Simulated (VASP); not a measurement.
# Cu5Si3 in VASP: a series of runs, part 2 of 2

VASP 6.6.1. The steps go on from the part before.

## Step 4: Single point, PBE

File INCAR:

```
ALGO = Normal
EDIFF = 1E-6
ENCUT = 520
GGA = PE
ISIF = 2
ISMEAR = -1
ISYM = 0
LASPH = T
LCHARG = T
LELF = T
LREAL = Auto
LVHAR = T
LWAVE = F
NBANDS = 81
NELM = 80
PREC = Accurate
SIGMA = 0.1336
```

File KPOINTS:

```
Automatic mesh
0
Gamma
  1 1 1
  0.25 0.25 0.25
```

File POSCAR:

```
Cu5Si3
1.0
    6.0333080000     -0.0687010000      0.0339860000
   -0.0687010000      6.3113540000     -0.0708020000
    0.0339860000     -0.0708020000      5.9927160000
Cu Si
10 6
Direct
    0.5449379893      0.2550376026      0.5959691582
    0.7936532242      0.5594154265      0.3876023213
    0.6862347948      0.1271278702      0.9099315789
    0.7310568984      0.9119834327      0.5828500051
    0.0455340575      0.2307454463      0.6042620272
    0.5181124655      0.5945495035      0.7711723238
    0.3100642075      0.8917173525      0.7057026447
    0.4245054261      0.4109354510      0.0949712635
    0.1874212504      0.7267927874      0.0035385766
    0.3742075625      0.9729436436      0.3130324443
    0.0385447786      0.6238393529      0.6728613689
    0.6190290596      0.7484718285      0.1000643082
    0.9063495795      0.4326730885      0.9908463747
    0.1133157928      0.1289184836      1.0536323657
    0.3725175594      0.5644967347      0.3928476030
    0.8222361484      0.1788751428      0.3229556015
```

Potentials or basis: VASP PAW PBE potentials, release 64 (Cu, Si).

Started as:

```sh
> cat potpaw_PBE.64/Cu/POTCAR potpaw_PBE.64/Si/POTCAR > POTCAR
> mpirun -np 1 vasp_std > vasp.out
```

OUTCAR:

```text
EDIFF = 1E-6
   ENCUT = 520
   GGA = PE
   ISIF = 2
   ISMEAR = -1
   ISYM = 0
   LASPH = T
   LREAL = Auto
   NELM = 80
   PREC = Accurate

 ion  position               nearest neighbor table
   1  0.545  0.255  0.596-   3 2.25   6 2.37  16 2.38   4 2.46  15 2.57  10 2.63   2 2.73   7 2.76

   2  0.794  0.559  0.388-  11 2.30  12 2.39  16 2.43   4 2.52  15 2.54  13 2.58   1 2.73
   3  0.686  0.127  0.910-   1 2.25  13 2.36   4 2.38  16 2.63   8 2.63  12 2.69  14 2.73
   4  0.731  0.912  0.583-  16 2.37   3 2.38   1 2.46   2 2.52   6 2.63   7 2.64  11 2.69   5 2.74
                            10 2.75
   5  0.046  0.231  0.604-  16 2.18  11 2.51   4 2.74  13 2.75   7 2.78  14 2.82
   6  0.518  0.595  0.771-  12 2.26   7 2.32   8 2.34   1 2.37  15 2.44   9 2.56   4 2.63  13 2.92
                            11 2.97
   7  0.310  0.892  0.706-   9 2.20   6 2.32  11 2.33  10 2.44   4 2.64   1 2.76   5 2.78  15 2.79
                            14 2.81
   8  0.425  0.411  0.095-  15 2.04   6 2.34  12 2.41   9 2.55  14 2.57   3 2.63  13 2.97
   9  0.187  0.727  0.004-   7 2.20  11 2.26  13 2.49   8 2.55   6 2.56  14 2.60  10 2.64  12 2.67
                            15 2.82
  10  0.374  0.973  0.313-  12 2.41   7 2.44  14 2.46   1 2.63  15 2.63   9 2.64   4 2.75
  11  0.039  0.624  0.673-   9 2.26   2 2.30   7 2.33  13 2.40   5 2.51  15 2.64   4 2.69   6 2.97

  12  0.619  0.748  0.100-   6 2.26   2 2.39  10 2.41   8 2.41  15 2.57   9 2.67   3 2.69  13 2.73

  13  0.906  0.433  0.991-  14 2.35   3 2.36  11 2.40   9 2.49   2 2.58  16 2.62  12 2.73   5 2.75
                             6 2.92   8 2.97
  14  0.113  0.129  0.054-  13 2.35  16 2.39  10 2.46   8 2.57   9 2.60   3 2.73   7 2.81   5 2.82

  15  0.373  0.564  0.393-   8 2.04   6 2.44   2 2.54  12 2.57   1 2.57  10 2.63  11 2.64   7 2.79
                             9 2.82
  16  0.822  0.179  0.323-   5 2.18   4 2.37   1 2.38  14 2.39   2 2.43  13 2.62   3 2.63

IMPORTANT INFORMATION: All symmetrisations will be switched off!
NOSYMM: (Re-)initialisation of all symmetry stuff for point group C_1.

----------------------------------------------------------------------------------------

                                     Primitive cell

  volume of cell :     228.1272

  direct lattice vectors                    reciprocal lattice vectors
     6.033308000 -0.068701000  0.033986000     0.165772159  0.001794171 -0.000918933
    -0.068701000  6.311354000 -0.070802000     0.001794171  0.158485028  0.001862274
     0.033986000 -0.070802000  5.992716000    -0.000918933  0.001862274  0.166896460

  length of vectors
     6.033794851  6.312125004  5.993230600     0.165784415  0.158506123  0.166909379

  position of ions in fractional coordinates (direct lattice)
     0.544937989  0.255037603  0.595969158
     0.793653224  0.559415427  0.387602321
     0.686234795  0.127127870  0.909931579
     0.731056898  0.911983433  0.582850005
     0.045534057  0.230745446  0.604262027
     0.518112466  0.594549503  0.771172324
[... 8 lines left out ...]
     0.372517559  0.564496735  0.392847603
     0.822236148  0.178875143  0.322955601

  ion indices of the primitive-cell ions
   primitive index   ion index
                 1           1
                 2           2
                 3           3
                 4           4
                 5           5
                 6           6
[... 8 lines left out ...]
                15          15
                16          16

----------------------------------------------------------------------------------------

 KPOINTS: Automatic mesh

Automatic generation of k-mesh.
 Grid dimensions read from file:
 generate k-points for:    1    1    1

 Generating k-lattice:

  Cartesian coordinates                     Fractional coordinates (reciprocal lattice)
     0.165772159  0.001794171 -0.000918933     1.000000000  0.000000000  0.000000000
     0.001794171  0.158485028  0.001862274    -0.000000000  1.000000000  0.000000000
    -0.000918933  0.001862274  0.166896460     0.000000000  0.000000000  1.000000000

  Length of vectors
     0.165784415  0.158506123  0.166909379

  Shift w.r.t. Gamma in fractional coordinates (k-lattice)
     0.250000000  0.250000000  0.250000000

 Subroutine IBZKPT returns following result:
 ===========================================

 Found      1 irreducible k-points:

 Following reciprocal coordinates:
            Coordinates               Weight
  0.250000  0.250000  0.250000      2.000000
   k-points           NKPTS =      1   k-points in BZ     NKDIM =      1   number of bands    NBANDS=     81
   number of dos      NEDOS =    301   number of ions     NIONS =     16
   total plane-waves  NPLWV = 110592
   dimension x,y,z NGX =    48 NGY =   48 NGZ =   48
   dimension x,y,z NGXF=    96 NGYF=   96 NGZF=   96
   ions per type =              10   6
   NGX,Y,Z   is equivalent  to a cutoff of  13.23, 12.64, 13.31 a.u.
   NGXF,Y,Z  is equivalent  to a cutoff of  26.45, 25.28, 26.63 a.u.
 SYSTEM =  unknown system
   PREC   = accura    normal or accurate (medium, high low for compatibility)
   ISTART =      0    job   : 0-new  1-cont  2-samecut
   ICHARG =      2    charge: 1-file 2-atom 10-const
   ISPIN  =      1    spin polarized calculation?
   LNONCOLLINEAR =      F non collinear calculations
   LSORBIT =      F    spin-orbit coupling
   LASPH  =      T    aspherical Exc in radial PAW
   ENCUT  =  520.0 eV  38.22 Ry    6.18 a.u.  11.22 11.74 11.14*2*pi/ulx,y,z
   NELM   =     80;   NELMIN=  2; NELMDL= -5     # of ELM steps
   EDIFF  = 0.1E-05   stopping-criterion for ELM
   LREAL  =      T    real-space projection
   EDIFFG = 0.1E-04   stopping-criterion for IOM
   NSW    =      0    number of steps for IOM
   IBRION =     -1    ionic relax: 0-MD 1-quasi-New 2-CG
   NFREE  =      0    steps in history (QN), initial steepest desc. (CG)
   ISIF   =      2    stress and relaxation
   ISYM   =      0    0-nonsym 1-usesym 2-fastsym
   POTIM  = 0.5000    time-step for ionic-motion
   TEBEG  =    0.0;   TEEND  =   0.0 temperature during run
   PSTRESS=    0.0 pullay stress
   NELECT =     134.0000    total number of electrons
   NUPDOWN=      -1.0000    fix difference up-down
   EMIN   =  10.00;   EMAX   =-10.00  energy-range for DOS
   EFERMI =   0.00;   METHOD = LEGACY
   ISMEAR =    -1;   SIGMA  =   0.13  broadening in eV -4-tet -1-fermi 0-gaus
   EFERMI_NEDOS =   21; number of points for ismear=-14 and -15
   IALGO  =     38    algorithm
   IMIX   =      4    mixing-type and parameters
     AMIX     =   0.40;   BMIX     =  1.00
     AMIX_MAG =   1.60;   BMIX_MAG =  1.00
  volume/ion in A,a.u.               =      14.26        96.22
  Fermi-wavevector in a.u.,A,eV,Ry     =   1.371042  2.590894 25.575633  1.879756
  Thomas-Fermi vector in A             =   2.496774
   LORBIT       =      0    0 simple, 1 ext, 2 COOP (PROOUT), +10 PAW based schemes
   GGA     = PE    functional components
   LHFCALC =     F    Hartree Fock is set to
   AEXX    =    0.0000 exact exchange contribution
   IVDW    =     0    specifies the selected vdW correction
   LEPSILON=     F    determine dielectric tensor
   LRPA    =     F    only Hartree local field effects (RPA)
 non-spin polarized calculation
  energy-cutoff  :      520.00
  volume of cell :      228.13
 maximum number of plane-waves:      6158
 NGX is ok and might be reduce to    48
   NGX = 23   NGY = 23   NGZ = 23

 number of electron     134.0000002 magnetization

 Free energy of the ion-electron system (eV)
  ---------------------------------------------------
  ext. energy  EPLUGINS =         0.00000000
  ---------------------------------------------------
  free energy    TOTEN  =       -66.60882547 eV

  energy without entropy =      -66.52768876  energy(sigma->0) =      -66.56825711

 E-fermi :   7.2586     XC(G=0): -11.3954

 val. band max:        6.7051142316   @ k =   0.2500   0.2500   0.2500
 cond. band min:       7.7383989559   @ k =   0.2500   0.2500   0.2500
 fundamental gap:      1.0332847243
 Fermi energy:         7.2586074657

 k-point     1 :       0.2500    0.2500    0.2500
  band No.  band energies     occupation
      1      -4.0623      2.00000
      2      -2.8877      2.00000
      3      -2.1142      2.00000
      4      -1.2214      2.00000
      5      -0.4739      2.00000
      6      -0.0710      2.00000
[... 71 lines left out ...]
     78      11.5655      0.00000
     79      11.6953      0.00000
 [bands above 79 left out]

------------------------ aborting loop because EDIFF is reached ----------------------------------------

  FORCE on cell =-STRESS in cart. coord.  units (eV):
  Direction    XX          YY          ZZ          XY          YZ          ZX
  --------------------------------------------------------------------------------------
  -------------------------------------------------------------------------------------
  Total        0.2110220     -0.3847379     13.3623718     -2.4658889     -0.0997168     -3.1890011
  in kB        1.4820447     -2.7020819     93.8462787    -17.3183700     -0.7003288    -22.3969134
  external PRESSURE =      30.8754139 kB  Pullay stress =       0.0000000 kB

 VOLUME and BASIS-vectors are now :
 -----------------------------------------------------------------------------
  energy-cutoff  :      520.00
  volume of cell :      228.13
      direct lattice vectors                 reciprocal lattice vectors
     6.033308000 -0.068701000  0.033986000     0.165772159  0.001794171 -0.000918933
    -0.068701000  6.311354000 -0.070802000     0.001794171  0.158485028  0.001862274
     0.033986000 -0.070802000  5.992716000    -0.000918933  0.001862274  0.166896460

 POSITION                                       TOTAL-FORCE (eV/Angst)
 -----------------------------------------------------------------------------------
      3.29051      1.53000      3.57194        -1.055116      0.421672     -1.456297
      4.76310      3.44870      2.31016        -0.066329     -0.249608     -0.231282
      4.16246      0.69078      5.46728         0.237965     -0.698053      1.737013
      4.36785      5.66436      3.45313         0.179848     -1.055628     -0.212593
      0.27940      1.41041      3.60638         0.803346     -0.065894      1.153487
      3.11130      3.66222      4.59693         0.980080     -0.269246     -0.860513
[... 8 lines left out ...]
      2.22208      3.50933      2.32692        -1.180168      2.238242      3.391517
      4.95949      1.04959      1.95066        -0.747202     -0.526474     -1.505227
 -----------------------------------------------------------------------------------
    total drift:                               -0.002694     -0.001225     -0.000929

  FREE ENERGIE OF THE ION-ELECTRON SYSTEM (eV)
  ---------------------------------------------------
  free  energy   TOTEN  =       -66.6088254664 eV

  energy  without entropy=      -66.5276887556  energy(sigma->0) =      -66.56825711
```

Run time: 47 s. Hardware: 1 thread of Intel Xeon 6975P-C (Granite Rapids), shared host; peak memory 0.33 GiB.

Results:

```yaml
Free_energy: -66.6088 eV
Pressure: 3.1 GPa
Largest_force: 4.231 eV/Å
Band_gap_on_the_k_mesh: 1.03 eV
```

Forces in eV/Å, atoms in the order of the input:
```
Cu  -1.055  0.422 -1.456
Cu  -0.066 -0.250 -0.231
Cu   0.238 -0.698  1.737
Cu   0.180 -1.056 -0.213
Cu   0.803 -0.066  1.153
Cu   0.980 -0.269 -0.861
Cu   0.139  2.105 -1.217
Cu   0.175 -2.876 -1.908
Cu  -0.362 -0.016  2.412
Cu   0.004  0.322 -0.486
Si  -0.168  0.140 -1.015
Si   0.852  0.608 -0.105
Si  -1.029  1.499  0.393
Si   1.236 -1.577 -0.091
Si  -1.180  2.238  3.392
Si  -0.747 -0.526 -1.505
```

Caveat: the k points lie up to 1.05 Å⁻¹ apart.

## Step 5: Single point, PBE

File INCAR:

```
PREC     = Accurate       # precision mode
ENCUT    = 520            # plane-wave cutoff, eV
EDIFF    = 1E-6           # SCF threshold, eV
ISMEAR   = -1             # smearing method
SIGMA    = 0.0741         # smearing width, eV
LREAL    = Auto         
LASPH    = True           # aspherical terms in the spheres
NELM     = 60             # most SCF steps
ALGO     = Normal         # electronic algorithm
ISIF     = 2              # what is computed and relaxed
LWAVE    = False          # write WAVECAR
LCHARG   = False          # write CHGCAR
GGA      = PE             # functional
ISYM     = 0            
NBANDS   = 81             # bands
```

KPOINTS is that of step 4.

File POSCAR:

```
Cu5Si3
1.0
    6.0333080000     -0.0687010000      0.0339860000
   -0.0687010000      6.3113540000     -0.0708020000
    0.0339860000     -0.0708020000      5.9927160000
Cu Si
10 6
Direct
    0.4965145878      0.2716900639      0.5824146606
    0.7958693258      0.5608657202      0.4069106562
    0.7180465184      0.0934866120      0.9395580418
    0.7470672874      0.8917903937      0.6183384486
    0.0371524104      0.1665478458      0.6020734603
    0.5509938702      0.6023081727      0.7704480816
    0.2906370052      0.9132287608      0.7203601561
    0.3866096595      0.3453511455      0.1184551772
    0.2024122621      0.7085051918      0.0597744664
    0.4143911379      0.9842576463      0.3367891808
    0.0072711472      0.6369882059      0.6961883263
    0.6033580595      0.7649988183      0.1083733518
    0.8360620681      0.4640226142      1.0059981691
    0.0715303253      0.0806256402      0.0553339132
    0.3440622305      0.6078175151      0.4443671946
    0.7814043601      0.1926711145      0.3018749248
```

Started as:

```sh
> cat potpaw_PBE.64/Cu/POTCAR potpaw_PBE.64/Si/POTCAR > POTCAR
> mpirun -np 1 vasp_std > vasp.out
```

Wall time 52 s (1 thread of Intel Xeon 6975P-C (Granite Rapids), shared host); peak memory 0.33 GiB.

The run converged. Its results:

```yaml
Free_energy: -67.9295 eV
Pressure: 0.6 GPa
Largest_force: 2.528 eV/Å
Band_gap_on_the_k_mesh: 0.93 eV
```

Forces on the atoms (eV/Å):
```
Cu   0.071 -0.071  0.200
Cu  -0.651 -0.340 -1.022
Cu  -1.196  0.501 -0.531
Cu  -0.339  0.629 -1.178
Cu  -0.389  0.984  0.062
Cu  -0.487 -0.365  0.601
Cu   0.417 -0.154  0.461
Cu   0.029 -0.024 -0.005
Cu  -0.214 -0.248  0.373
Cu  -0.787  0.374 -0.521
Si   1.195  0.043  0.743
Si   0.404 -1.303  0.039
Si   0.327  0.392  0.481
Si   2.467 -0.548  0.024
Si  -0.560  0.191 -0.839
Si  -0.289 -0.061  1.113
```

Stress tensor (GPa, compression positive):
```
-0.46 -1.82 -1.54
-1.82 -0.67  2.14
-1.54  2.14  2.92
```

Levels at points of the mesh, in eV from the valence-band top:
| k point | band 63 | band 64 | band 65 | band 66 | band 67 | band 68 | band 69 | band 70 | band 71 | band 72 |
| --- | --- | --- | --- | --- | --- | --- | --- | --- | --- | --- |
| (0.25, 0.25, 0.25) | -0.90 | -0.82 | -0.72 | -0.36 | 0.00 | 0.93 | 1.11 | 1.74 | 1.92 | 2.51 |

Caveat: the k points lie up to 1.05 Å⁻¹ apart.

## Step 6: Single point, PBE

File INCAR:

```
SYSTEM = Cu5Si3
PREC     = Accurate       ! precision mode
ENCUT    = 520            ! plane-wave cutoff, eV
EDIFF    = 1E-6           ! SCF threshold, eV
ISMEAR   = -1             ! smearing method
SIGMA    = 0.0741         ! smearing width, eV
LREAL    = Auto         
LASPH    = .True.         ! aspherical terms in the spheres
NELM     = 80             ! most SCF steps
ALGO     = Normal         ! electronic algorithm
ISIF     = 2              ! what is computed and relaxed
LWAVE    = .False.        ! write WAVECAR
LCHARG   = .True.         ! write CHGCAR
GGA      = PE             ! functional
LELF     = .True.         ! ELF
LVHAR    = .True.       
ISYM     = 0            
NBANDS   = 81             ! bands
```

KPOINTS is that of step 5.

File POSCAR:

```
Cu5Si3
1.0
    6.0333080000     -0.0687010000      0.0339860000
   -0.0687010000      6.3113540000     -0.0708020000
    0.0339860000     -0.0708020000      5.9927160000
Cu Si
10 6
Direct
    0.4773137305      0.2635137480      0.6278440887
    0.7569191135      0.5220459881      0.3940133734
    0.6701340169      0.0946069033      0.9319620992
    0.7667790345      0.8909317260      0.5817635936
    0.0035172452      0.1914125275      0.6623200320
    0.5393760314      0.5694584468      0.8042028962
    0.3080778114      0.8911987118      0.7443335073
    0.4244291531      0.3735431889      0.1362615808
    0.1736329105      0.7125928514      0.0953926251
    0.3927953475      1.0232483211      0.2827596844
    0.0472954098      0.6318214060      0.6884595962
    0.6676057802      0.7499370160      0.1001920983
    0.8875043802      0.4370143745      1.0155077878
    0.1609848100      0.0958032526      0.0324203303
    0.4084649101      0.6691511127      0.4336120965
    0.8143020025      0.1629585768      0.3051736350
```

Potentials or basis: VASP PAW PBE potentials, release 64 (Cu, Si).

Started as:

```sh
> cat potpaw_PBE.64/Cu/POTCAR potpaw_PBE.64/Si/POTCAR > POTCAR
> mpirun -np 1 vasp_std > vasp.out
```

It took 52 s on 1 thread of Intel Xeon 6975P-C (Granite Rapids), shared host; peak memory 0.33 GiB.

The run converged. Its results:

```
Free energy            : -68.1093 eV
Pressure               : -0.7 GPa
Largest force          : 2.274 eV/Å
Band gap on the k mesh : 0.94 eV
```

Forces on the atoms (eV/Å):
```
Cu  -0.596 -1.142 -1.276
Cu   0.689  0.119  1.037
Cu   0.074 -0.097  0.118
Cu  -0.665 -0.493 -0.129
Cu   0.383  0.620 -0.036
Cu   0.294  1.076 -0.134
Cu   0.535  0.795 -0.470
Cu  -0.033  0.525  0.227
Cu   0.350 -0.498 -0.073
Cu   1.279 -0.677  1.754
Si  -0.602 -0.870 -0.139
Si   0.044  0.286  0.292
Si   0.189  0.490 -0.336
Si  -1.566  0.833 -0.762
Si  -0.604 -0.624 -0.226
Si   0.227 -0.343  0.153
```

Stress tensor (GPa, compression positive):
```
-2.77 -0.74 -0.75
-0.74 -0.65  0.80
-0.75  0.80  1.34
```

Levels at points of the mesh, in eV from the valence-band top:
```
           k point  band 64  band 65  band 66  band 67  band 68  band 69  band 70  band 71
(0.25, 0.25, 0.25)    -0.82    -0.62    -0.21     0.00     0.94     1.33     1.53     2.05
```

Caveat: the k points lie up to 1.05 Å⁻¹ apart.
